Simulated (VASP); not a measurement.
# SnSe2 (P-3m1) in VASP: settings compared

SnSe2 is run at these levels: PBE+D3(BJ), PBE; tasks: single point, relaxation of cell and atoms.

Everything below comes from runs of VASP 6.6.1. Logs are shortened: lines on timing, memory, paths and dates and some standing lists are left out, and cuts for length are marked.

**1. The cell of the first run**

Symmetry: P-3m1, No. 164, trigonal system. Conventional cell: a = 3.842 Å, b = 3.842 Å, c = 6.011 Å, α = 90.00°, β = 90.00°, γ = 120.00°. Within 3.6 Å of Sn (site symmetry -3m) lie 6 Se at 2.73 Å. Se (site symmetry 3m) has 3 Sn at 2.73 Å and 3 Se at 3.59 Å within 3.6 Å.

**2. Single point, PBE+D3(BJ)**

The input, INCAR:

```
SYSTEM = SnSe2
ALGO = Normal ; EDIFF = 1E-6
ENCUT = 520 ; GGA = PE
ISIF = 2 ; ISMEAR = 0
IVDW = 12 ; LASPH = .True.
LCHARG = .False. ; LREAL = .False.
LWAVE = .False. ; NBANDS = 20
NELM = 100 ; PREC = Accurate
SIGMA = 0.01
```

The input, KPOINTS:

```
k-points
0
Gamma
  6 6 4
  0 0 0
```

The input, POSCAR:

```
SnSe2
1.0
    3.8419161618      0.0000000000      0.0000000000
   -1.9209580809      3.3271969953      0.0000000000
    0.0000000000      0.0000000000      6.0106846094
Sn Se
1 2
Direct
    0.0000000000      0.0000000000      0.0000000000
    0.3333333333      0.6666666667      0.2647434610
    0.6666666667      0.3333333333      0.7352565390
```

Potentials or basis: VASP PAW PBE potentials, release 64 (Sn_d, Se).

The run is started by

```bash
$ cat potpaw_PBE.64/Sn_d/POTCAR potpaw_PBE.64/Se/POTCAR > POTCAR
$ mpirun -np 1 vasp_std > vasp.out
```

OUTCAR:

```text
SYSTEM = SnSe2
   EDIFF = 1E-6
   ENCUT = 520
   GGA = PE
   ISIF = 2
   ISMEAR = 0
   IVDW = 12
   LASPH = .True.
   LREAL = .False.
   NELM = 100
   PREC = Accurate
 IVDW          = 12

 ion  position               nearest neighbor table
   1  0.000  0.000  0.000-   2 2.73   3 2.73   2 2.73   3 2.73   3 2.73   2 2.73
   2  0.333  0.667  0.265-   1 2.73   1 2.73   1 2.73
   3  0.667  0.333  0.735-   1 2.73   1 2.73   1 2.73

  LATTYP: Found a hexagonal cell.
 ALAT       =     3.8419161618
 C/A-ratio  =     1.5645017633

  Lattice vectors:

 A1 = (   3.8419161618,   0.0000000000,   0.0000000000)
 A2 = (  -1.9209580809,   3.3271969953,   0.0000000000)
 A3 = (   0.0000000000,   0.0000000000,   6.0106846094)

Analysis of symmetry for initial positions (statically):
=====================================================================
 Subroutine PRICEL returns:
 Original cell was already a primitive cell.

 Routine SETGRP: Setting up the symmetry group for a
 hexagonal supercell.

 Subroutine GETGRP returns: Found 12 space group operations
 (whereof 12 operations were pure point group operations)
 out of a pool of 24 trial point group operations.

The static configuration has the point symmetry D_3d.

Analysis of symmetry for dynamics (positions and initial velocities):
=====================================================================
 Subroutine PRICEL returns:
 Original cell was already a primitive cell.

 Routine SETGRP: Setting up the symmetry group for a
 hexagonal supercell.

 Subroutine GETGRP returns: Found 12 space group operations
 (whereof 12 operations were pure point group operations)
 out of a pool of 24 trial point group operations.

The dynamic configuration has the point symmetry D_3d.

 Subroutine INISYM returns: Found 12 space group operations
 (whereof 12 operations are pure point group operations),
 and found     1 'primitive' translations

----------------------------------------------------------------------------------------

                                     Primitive cell

  volume of cell :      76.8335

  direct lattice vectors                    reciprocal lattice vectors
     3.841916162  0.000000000  0.000000000     0.260286783  0.150276644  0.000000000
    -1.920958081  3.327196995  0.000000000     0.000000000  0.300553289  0.000000000
     0.000000000  0.000000000  6.010684609     0.000000000  0.000000000  0.166370400

  length of vectors
     3.841916162  3.841916162  6.010684609     0.300553289  0.300553289  0.166370400

  position of ions in fractional coordinates (direct lattice)
     0.000000000  0.000000000  0.000000000
     0.333333333  0.666666667  0.264743461
     0.666666667  0.333333333  0.735256539

  ion indices of the primitive-cell ions
   primitive index   ion index
                 1           1
                 2           2
                 3           3

----------------------------------------------------------------------------------------

 KPOINTS: k-points

Automatic generation of k-mesh.
 Grid dimensions read from file:
 generate k-points for:    6    6    4

 Generating k-lattice:

  Cartesian coordinates                     Fractional coordinates (reciprocal lattice)
     0.043381131  0.025046107  0.000000000     0.166666667  0.000000000  0.000000000
     0.000000000  0.050092215  0.000000000     0.000000000  0.166666667  0.000000000
     0.000000000  0.000000000  0.041592600     0.000000000  0.000000000  0.250000000

  Length of vectors
     0.050092215  0.050092215  0.041592600

  Shift w.r.t. Gamma in fractional coordinates (k-lattice)
     0.000000000  0.000000000  0.000000000

 Subroutine IBZKPT returns following result:
 ===========================================

 Found     24 irreducible k-points:

 Following reciprocal coordinates:
            Coordinates               Weight
  0.000000  0.000000  0.000000      1.000000
  0.166667  0.000000  0.000000      6.000000
  0.333333 -0.000000  0.000000      6.000000
  0.500000  0.000000  0.000000      3.000000
  0.166667  0.166667  0.000000      6.000000
  0.333333  0.166667  0.000000     12.000000
[... 16 lines left out ...]
  0.333333  0.166667  0.500000     12.000000
  0.333333  0.333333  0.500000      2.000000
   k-points           NKPTS =     24   k-points in BZ     NKDIM =     24   number of bands    NBANDS=     20
   number of dos      NEDOS =    301   number of ions     NIONS =      3
   total plane-waves  NPLWV =  43200
   dimension x,y,z NGX =    30 NGY =   30 NGZ =   48
   dimension x,y,z NGXF=    60 NGYF=   60 NGZF=   96
   ions per type =               1   2
   NGX,Y,Z   is equivalent  to a cutoff of  12.98, 12.98, 13.28 a.u.
   NGXF,Y,Z  is equivalent  to a cutoff of  25.96, 25.96, 26.55 a.u.
 SYSTEM =  SnSe2
   PREC   = accura    normal or accurate (medium, high low for compatibility)
   ISTART =      0    job   : 0-new  1-cont  2-samecut
   ICHARG =      2    charge: 1-file 2-atom 10-const
   ISPIN  =      1    spin polarized calculation?
   LNONCOLLINEAR =      F non collinear calculations
   LSORBIT =      F    spin-orbit coupling
   LASPH  =      T    aspherical Exc in radial PAW
   ENCUT  =  520.0 eV  38.22 Ry    6.18 a.u.   7.14  7.14 11.18*2*pi/ulx,y,z
   NELM   =    100;   NELMIN=  2; NELMDL= -5     # of ELM steps
   EDIFF  = 0.1E-05   stopping-criterion for ELM
   LREAL  =      F    real-space projection
   EDIFFG = 0.1E-04   stopping-criterion for IOM
   NSW    =      0    number of steps for IOM
   IBRION =     -1    ionic relax: 0-MD 1-quasi-New 2-CG
   NFREE  =      0    steps in history (QN), initial steepest desc. (CG)
   ISIF   =      2    stress and relaxation
   ISYM   =      2    0-nonsym 1-usesym 2-fastsym
   POTIM  = 0.5000    time-step for ionic-motion
   TEBEG  =    0.0;   TEEND  =   0.0 temperature during run
   PSTRESS=    0.0 pullay stress
   NELECT =      26.0000    total number of electrons
   NUPDOWN=      -1.0000    fix difference up-down
   EMIN   =  10.00;   EMAX   =-10.00  energy-range for DOS
   EFERMI =   0.00;   METHOD = LEGACY
   ISMEAR =     0;   SIGMA  =   0.01  broadening in eV -4-tet -1-fermi 0-gaus
   EFERMI_NEDOS =   21; number of points for ismear=-14 and -15
   IALGO  =     38    algorithm
   IMIX   =      4    mixing-type and parameters
     AMIX     =   0.40;   BMIX     =  1.00
     AMIX_MAG =   1.60;   BMIX_MAG =  1.00
  volume/ion in A,a.u.               =      25.61       172.83
  Fermi-wavevector in a.u.,A,eV,Ry     =   1.140817  2.155831 17.707473  1.301463
  Thomas-Fermi vector in A             =   2.277518
   LORBIT       =      0    0 simple, 1 ext, 2 COOP (PROOUT), +10 PAW based schemes
   GGA     = PE    functional components
   LHFCALC =     F    Hartree Fock is set to
   AEXX    =    0.0000 exact exchange contribution
   IVDW    =    12    specifies the selected vdW correction
   LEPSILON=     F    determine dielectric tensor
   LRPA    =     F    only Hartree local field effects (RPA)
 non-spin polarized calculation
 Gauss-broadening in eV      SIGMA  =   0.01
  energy-cutoff  :      520.00
  volume of cell :       76.83
 maximum number of plane-waves:      2098
 NGX is ok and might be reduce to    30
   NGX = 15   NGY = 15   NGZ = 23

 number of electron      26.0000002 magnetization

 Free energy of the ion-electron system (eV)
  ---------------------------------------------------
  ext. energy  EPLUGINS =         0.00000000
  ---------------------------------------------------
  free energy    TOTEN  =       -11.79674037 eV

  energy without entropy =      -11.79674037  energy(sigma->0) =      -11.79674037

 E-fermi :   4.3999     XC(G=0):  -9.5538

 val. band max:        4.3341257228   @ k =   0.1667   0.0000   0.0000
 cond. band min:       4.9664762931   @ k =   0.5000   0.0000   0.2500
 fundamental gap:      0.6323505703
 Fermi energy:         4.3999303668

 k-point     1 :       0.0000    0.0000    0.0000
  band No.  band energies     occupation
      1     -16.9918      2.00000
      2     -16.9918      2.00000
      3     -16.9593      2.00000
      4     -16.9474      2.00000
      5     -16.9474      2.00000
      6      -9.5222      2.00000
[... 12 lines left out ...]
     19      13.2821      0.00000
     20      13.2821      0.00000

 k-point     2 :       0.1667    0.0000    0.0000
  band No.  band energies     occupation
      1     -17.0022      2.00000
      2     -16.9833      2.00000
      3     -16.9552      2.00000
      4     -16.9504      2.00000
      5     -16.9461      2.00000
      6      -9.2620      2.00000
[... 12 lines left out ...]
     19      12.3472      0.00000
     20      13.4416      0.00000

 k-point     3 :       0.3333   -0.0000    0.0000
  band No.  band energies     occupation
      1     -17.0265      2.00000
      2     -16.9734      2.00000
      3     -16.9644      2.00000
      4     -16.9362      2.00000
      5     -16.9353      2.00000
      6      -8.5722      2.00000
[... 12 lines left out ...]
     19      13.2283      0.00000
     20      14.4601      0.00000

 k-point     4 :       0.5000    0.0000    0.0000
  band No.  band energies     occupation
      1     -17.0394      2.00000
      2     -16.9720      2.00000
      3     -16.9688      2.00000
      4     -16.9276      2.00000
      5     -16.9272      2.00000
      6      -7.9811      2.00000
[... 12 lines left out ...]
     19      14.4440      0.00000
     20      15.4208      0.00000

 k-point     5 :       0.1667    0.1667    0.0000
  band No.  band energies     occupation
      1     -17.0144      2.00000
      2     -16.9806      2.00000
      3     -16.9576      2.00000
      4     -16.9487      2.00000
      5     -16.9349      2.00000
      6      -8.7814      2.00000
[... 12 lines left out ...]
     19      11.1272      0.00000
     20      14.5472      0.00000

 k-point     6 :       0.3333    0.1667    0.0000
  band No.  band energies     occupation
      1     -17.0264      2.00000
      2     -16.9825      2.00000
      3     -16.9611      2.00000
      4     -16.9381      2.00000
      5     -16.9273      2.00000
      6      -8.0483      2.00000
[... 12 lines left out ...]
     19      12.7966      0.00000
     20      14.6703      0.00000

 k-point     7 :       0.3333    0.3333    0.0000
  band No.  band energies     occupation
      1     -17.0061      2.00000
      2     -17.0061      2.00000
      3     -16.9465      2.00000
      4     -16.9465      2.00000
      5     -16.9305      2.00000
      6      -7.5521      2.00000
[... 12 lines left out ...]
     19      12.7588      0.00000
     20      12.7588      0.00000
[... 277 lines left out ...]
 k-point    20 :       0.3333   -0.0000    0.5000
  band No.  band energies     occupation
      1     -17.0267      2.00000
      2     -16.9735      2.00000
      3     -16.9645      2.00000
      4     -16.9362      2.00000
      5     -16.9351      2.00000
      6      -8.3312      2.00000
[... 12 lines left out ...]
     19      13.9616      0.00000
     20      14.0864      0.00000

 k-point    21 :       0.5000    0.0000    0.5000
  band No.  band energies     occupation
      1     -17.0397      2.00000
      2     -16.9721      2.00000
      3     -16.9689      2.00000
      4     -16.9276      2.00000
      5     -16.9270      2.00000
      6      -7.8256      2.00000
[... 12 lines left out ...]
     19      13.6435      0.00000
     20      15.2643      0.00000

 k-point    22 :       0.1667    0.1667    0.5000
  band No.  band energies     occupation
      1     -17.0145      2.00000
      2     -16.9807      2.00000
      3     -16.9577      2.00000
      4     -16.9486      2.00000
      5     -16.9348      2.00000
      6      -8.5227      2.00000
[... 12 lines left out ...]
     19      12.2127      0.00000
     20      13.4522      0.00000

 k-point    23 :       0.3333    0.1667    0.5000
  band No.  band energies     occupation
      1     -17.0267      2.00000
      2     -16.9826      2.00000
      3     -16.9612      2.00000
      4     -16.9381      2.00000
      5     -16.9272      2.00000
      6      -7.8777      2.00000
[... 12 lines left out ...]
     19      12.5626      0.00000
     20      14.0596      0.00000

 k-point    24 :       0.3333    0.3333    0.5000
  band No.  band energies     occupation
      1     -17.0062      2.00000
      2     -17.0062      2.00000
      3     -16.9465      2.00000
      4     -16.9465      2.00000
      5     -16.9303      2.00000
      6      -7.5326      2.00000
[... 12 lines left out ...]
     19      13.4217      0.00000
     20      13.4243      0.00000

------------------------ aborting loop because EDIFF is reached ----------------------------------------

 Edisp (eV)   -1.09021

 E8    (eV) :    -0.4772

  FORCE on cell =-STRESS in cart. coord.  units (eV):
  Direction    XX          YY          ZZ          XY          YZ          ZX
  --------------------------------------------------------------------------------------
  -------------------------------------------------------------------------------------
  Total       0.04995     0.04995     0.03740     0.00000     0.00000    -0.00000
  in kB       1.04159     1.04159     0.77989     0.00000     0.00000    -0.00000
  external pressure =        0.95 kB  Pullay stress =        0.00 kB

 VOLUME and BASIS-vectors are now :
 -----------------------------------------------------------------------------
  energy-cutoff  :      520.00
  volume of cell :       76.83
      direct lattice vectors                 reciprocal lattice vectors
     3.841916162  0.000000000  0.000000000     0.260286783  0.150276644  0.000000000
    -1.920958081  3.327196995  0.000000000     0.000000000  0.300553289  0.000000000
     0.000000000  0.000000000  6.010684609     0.000000000  0.000000000  0.166370400

 POSITION                                       TOTAL-FORCE (eV/Angst)
 -----------------------------------------------------------------------------------
      0.00000      0.00000      0.00000         0.000000      0.000000      0.000000
     -0.00000      2.21813      1.59129        -0.000000      0.000000      0.018346
      1.92096      1.10907      4.41940        -0.000000     -0.000000     -0.018346
 -----------------------------------------------------------------------------------
    total drift:                               -0.000000     -0.000000      0.000000

  FREE ENERGIE OF THE ION-ELECTRON SYSTEM (eV)
  ---------------------------------------------------
  free  energy   TOTEN  =       -12.8869547836 eV

  energy  without entropy=      -12.8869547836  energy(sigma->0) =      -12.88695478
```

Wall time 16 s (1 thread of Intel Xeon 6975P-C (Granite Rapids), shared host); peak memory 0.21 GiB.

What came out:

```
Free energy                : -12.8870 eV
Pressure                   : 0.1 GPa
Largest force              : 0.018 eV/Å
Band gap on the k mesh     : 0.63 eV, indirect (least direct gap 0.80 eV)
Dispersion energy per atom : -0.363 eV
```

Forces on the atoms (eV/Å):
```
Sn   0.000  0.000  0.000
Se   0.000  0.000  0.018
Se   0.000  0.000 -0.018
```

Caveat: spin-orbit coupling is left out, which moves the levels of the heavy elements.

**3. Single point, PBE**

This run uses another cell than the first one, of 30.00 Å³/atom, 1.171 times its volume.

The input, INCAR:

```
PREC = Accurate ; ENCUT = 520
EDIFF = 1E-6 ; ISMEAR = 0
SIGMA = 0.01 ; LREAL = F
LASPH = T ; NELM = 80
ALGO = Normal ; ISIF = 2
LWAVE = F ; LCHARG = T
GGA = PE ; LELF = T
LVHAR = T ; NBANDS = 20
```

The input, KPOINTS:

```
regular mesh
0
Gamma
  6 6 4
```

The input, POSCAR:

```
SnSe2
1.0
    3.8760948718      0.0000000000      0.0000000000
   -1.9380474359      3.3567966265      0.0000000000
    0.0000000000      0.0000000000      6.9164173592
Sn Se
1 2
Direct
    0.0000000000      0.0000000000      0.0000000000
    0.3333333333      0.6666666667      0.2301892645
    0.6666666667      0.3333333333      0.7698107355
```

Potentials or basis: VASP PAW PBE potentials, release 64 (Sn_d, Se).

The run is started by

```bash
$ cat potpaw_PBE.64/Sn_d/POTCAR potpaw_PBE.64/Se/POTCAR > POTCAR
$ mpirun -np 1 vasp_std > vasp.out
```

Run time: 22 s. Hardware: 1 thread of Intel Xeon 6975P-C (Granite Rapids), shared host; peak memory 0.22 GiB.

It converged, with:

| Item | Value |
| --- | --- |
| Free energy | -11.8637 eV |
| Pressure | 0.1 GPa |
| Largest force | 0.013 eV/Å |
| Band gap on the k mesh | 0.70 eV, indirect (least direct gap 1.09 eV) |

Forces in eV/Å, atoms in the order of the input:
```
Sn   0.000  0.000  0.000
Se   0.000  0.000  0.013
Se   0.000  0.000 -0.013
```

Levels at points of the mesh, in eV from the valence-band top:
```tsv
k point	band 10	band 11	band 12	band 13	band 14	band 15	band 16	band 17
(0.00, 0.00, 0.00)	-0.47	-0.46	-0.13	-0.13	1.07	3.07	4.58	4.58
(0.50, 0.00, 0.00)	-2.39	-2.19	-0.79	-0.27	0.94	3.88	5.55	5.68
(0.00, 0.00, 0.50)	-0.50	-0.50	-0.08	-0.08	2.00	2.99	4.50	4.50
(0.50, 0.00, 0.50)	-2.14	-2.01	-0.62	-0.39	0.70	4.21	4.91	5.77
```

Caveat: spin-orbit coupling is left out, which moves the levels of the heavy elements; this functional lacks dispersion, which binds the layers, so the pressure and a relaxed spacing across them are unreliable. A k mesh can miss the band edges.

(Continued in part 2 of 2.)
